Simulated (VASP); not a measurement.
Set up this calculation in VASP 6.6.1, as the native input.

| Property | Result |
| --- | --- |
| Task | single point |
| Functional | PBE |
| Potentials or basis | VASP PAW PBE potentials, release 64 (W_sv, C) |
| Cutoff | 520 eV |
| k mesh | 18 × 18 × 14 |
| Occupations | gaussian, width 0.1 eV |
| Spin | no spin polarisation |
| Dipole correction | no |
| Further INCAR settings | ALGO = Normal; EDIFF = 1e-07; NBANDS = 16 |

The structure of WC lies in POSCAR:

```
WC
1.0
    3.0247742319      0.0000000000      0.0000000000
   -1.5123871159      2.6195313256      0.0000000000
    0.0000000000      0.0000000000      2.9219125724
W C
1 1
Direct
    0.0000000000      0.0000000000      0.0000000000
    0.6666666667      0.3333333333      0.5000000000
```

The input as run:

INCAR

```
ALGO     = Normal         # electronic algorithm
EDIFF    = 1E-7           # SCF threshold, eV
ENCUT    = 520            # plane-wave cutoff, eV
GGA      = PE             # functional
ISIF     = 2              # what is computed and relaxed
ISMEAR   = 0              # smearing method
LASPH    = T              # aspherical terms in the spheres
LCHARG   = F              # write CHGCAR
LREAL    = F              # projectors in reciprocal space
LWAVE    = F              # write WAVECAR
NBANDS   = 16             # bands
NELM     = 80             # most SCF steps
PREC     = Accurate       # precision mode
SIGMA    = 0.1            # smearing width, eV
```

KPOINTS

```
k-points
0
Gamma
  18 18 14
```

Potentials or basis: VASP PAW PBE potentials, release 64 (W_sv, C).

Run with:

```sh
$ cat potpaw_PBE.64/W_sv/POTCAR potpaw_PBE.64/C/POTCAR > POTCAR
$ mpirun -np 1 vasp_std > vasp.out
```

Results of the run:

```json
{"Pressure": "-29.0 GPa", "Band gap on the k mesh": "zero (bands 9 and 10 overlap by 1.13 eV)"}
```

Caveat: the cell stands under tension; spin-orbit coupling is left out, which moves the levels of the heavy elements.

Wall time 52 s on 1 thread of AMD EPYC 9R45 96-Core Processor (Zen 5), on a shared host, peak memory 0.19 GiB.
